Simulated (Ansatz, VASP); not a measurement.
# Na in VASP and in Ansatz

```
Na
1.0
     3.74458    0.00000    0.00000
    -1.87229    3.24290    0.00000
     0.00000    0.00000    6.11448
Na
2
Direct
  0.33333 0.66667 0.25000
  0.66667 0.33333 0.75000
```

Alike in both runs: functional PBE; k mesh 10 × 10 × 5; occupations fermi-dirac, width 0.1 eV; no spin polarisation.

Ansatz relaxed the structure, and its values are those at the end. VASP's run is a single point on that final structure, the one shown.

```csv
,VASP,Ansatz
version,VASP 6.6.1,Ansatz 0.2.0
potentials or method,"VASP PAW PBE potentials, release 64 (Na_pv), cutoff 500 eV","plane waves (420 eV) with PAW, scalar-relativistic"
valence electrons in the cell,14,18
```

|  | VASP | Ansatz | Ansatz less VASP |
| --- | --- | --- | --- |
| pressure (GPa) | 0.0 | 0.0 | +0.01 |

VASP's potentials hold 14 valence electrons a cell and Ansatz's 18, so a difference there can come from the potentials and not from the codes.
